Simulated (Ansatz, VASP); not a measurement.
## Two plane-wave programs on MoS2

Contents of POSCAR:

```
MoS2
1.0
    0.0000000000      2.9323968521      2.9323968521
    2.9323968521      0.0000000000      2.9323968521
    2.9323968521      2.9323968521      0.0000000000
Mo S
1 2
Direct
    0.0000000000      0.0000000000      0.0000000000
    0.2500000000      0.2500000000      0.2500000000
    0.7500000000      0.7500000000      0.7500000000
```

File INCAR.step1:

```
SYSTEM = MoS2
PREC = Accurate ; ENCUT = 520
ISMEAR = -1 ; SIGMA = 0.02
LREAL = .FALSE. ; LASPH = .TRUE.
NELM = 60 ; NBANDS = 20
GGA = PE ; ALGO = Normal
EDIFF = 1E-4 ; LWAVE = .TRUE.
LCHARG = .FALSE.
```

Contents of INCAR.step2:

```
SYSTEM = MoS2
PREC = Accurate ; ENCUT = 520
EDIFF = 1E-6 ; ISMEAR = -1
SIGMA = 0.02 ; LREAL = .FALSE.
LASPH = .TRUE. ; NELM = 60
ALGO = Normal ; ISIF = 2
LWAVE = .FALSE. ; LCHARG = .FALSE.
METAGGA = R2SCAN ; LMIXTAU = .TRUE.
NBANDS = 20 ; ISTART = 1
```

File KPOINTS:

```
Automatic mesh
0
G
  8 8 8
  0 0 0
```

Input for Ansatz:

```yaml
crystal:
  lattice:
    - [0.0, 2.9323968521, 2.9323968521]
    - [2.9323968521, 0.0, 2.9323968521]
    - [2.9323968521, 2.9323968521, 0.0]
  atoms:
    - { symbol: Mo, position: [0.0, 0.0, 0.0] }
    - { symbol: S, position: [0.25, 0.25, 0.25] }
    - { symbol: S, position: [0.75, 0.75, 0.75] }
kpoints:
  mp_grid: { grid: [8, 8, 8] }
  band_path:
    path:
      - [0.0, 0.0, 0.0]
      - [0.5, 0.0, 0.5]
      - [0.625, 0.25, 0.625]
      - [0.375, 0.375, 0.75]
      - [0.5, 0.5, 0.5]
      - [0.5, 0.25, 0.75]
    npoints: 1
hamiltonian:
  xc: r2scan
scf:
  occupations: { method: fermi_dirac, width: 0.02 }
  n_extra_bands: 4
output:
  forces: true
  stress: true
  eigenvalues: true
  write_density: true
  write_potential: true
  elf: true
  volumetric_format: npy
```

Alike in both runs: task single point; functional r2SCAN; k mesh 8 × 8 × 8; occupations fermi-dirac, width 0.02 eV; no spin polarisation.

|  | VASP | Ansatz |
| --- | --- | --- |
| version | VASP 6.6.1 | Ansatz 0.2.0 |
| potentials or method | VASP PAW PBE potentials, release 64 (Mo_sv, S) | plane waves, PAW |
| plane-wave cutoff (eV) | 520 | 500 |
| valence electrons in the cell | 26 | 26 |

```csv
,VASP,Ansatz,Ansatz less VASP
pressure (GPa),0.1,0.0,-0.11
```

VASP's potentials were made for PBE, not for r2SCAN.
